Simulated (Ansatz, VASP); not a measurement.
## Two plane-wave programs on BeTe

```
Be Te
1.0
     0.00000    2.83131    2.83131
     2.83131    0.00000    2.83131
     2.83131    2.83131    0.00000
Be Te
1 1
Direct
  0.75000 0.75000 0.75000
  0.00000 0.00000 0.00000
```

Alike in both runs: functional PBE; k mesh 8 × 8 × 8; occupations gaussian, width 0.02 eV; no spin polarisation.

Ansatz relaxed the structure, and its values are those at the end. VASP's run is a single point on that final structure, the one shown.

|  | VASP | Ansatz |
| --- | --- | --- |
| version | VASP 6.6.1 | Ansatz 0.2.0 |
| potentials or method | VASP PAW PBE potentials, release 64 (Be, Te), cutoff 520 eV | scalar-relativistic, plane waves, PAW |
| valence electrons in the cell | 8 | 18 |

VASP gave:

- gap on the k mesh at the Fermi level (eV): 2.01
- least direct gap on the mesh (eV): 3.62
- pressure (GPa): 0.2

**Question.** What did Ansatz give for the same quantities?

**Answer.** gap on the k mesh at the Fermi level (eV): 2.03; least direct gap on the mesh (eV): 3.64; pressure (GPa): 0.0.

With one functional, cell and mesh, what is left measures potentials, basis and numerics. VASP's potentials hold 8 valence electrons a cell and Ansatz's 18, so a difference there can come from the potentials and not from the codes.

Spin-orbit coupling is off throughout.
